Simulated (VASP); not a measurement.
Input of a VASP 6.6.1 run:

The input INCAR:

```
SYSTEM = TePb
  PREC = Accurate
  ENCUT = 500
  EDIFF = 1E-6
  ISMEAR = 0
  SIGMA = 0.01
  LREAL = .FALSE.
  LASPH = .TRUE.
  NELM = 120
  ALGO = Normal
  ISIF = 2
  LWAVE = .FALSE.
  LCHARG = .FALSE.
  GGA = PE
  NBANDS = 17
  GGA_COMPAT = .FALSE.
```

Contents of KPOINTS:

```
Automatic mesh
0
G
  4 4 4
  0 0 0
```

File POSCAR:

```
TePb
1.0
    0.0000000000      3.6414940711      3.6414940711
    3.6414940711      0.0000000000      3.6414940711
    3.6414940711      3.6414940711      0.0000000000
Pb Te
1 1
Direct
    0.0000000000      0.0000000000      0.0000000000
    0.2500000000      0.2500000000      0.2500000000
```

Potentials or basis: VASP PAW PBE potentials, release 64 (Pb_d, Te).

Run with:

```console
$ cat potpaw_PBE.64/Pb_d/POTCAR potpaw_PBE.64/Te/POTCAR > POTCAR
$ mpirun -np 1 vasp_std > vasp.out
```

**Question.** What does it give for the band gap on the k mesh?

**Answer.** 0.59 eV, indirect (least direct gap 1.19 eV).

**Question.** What does it give for the pressure?

**Answer.** 0.5 GPa.

Caveat: spin-orbit coupling is left out, which moves the levels of the heavy elements. A k mesh can miss the band edges.
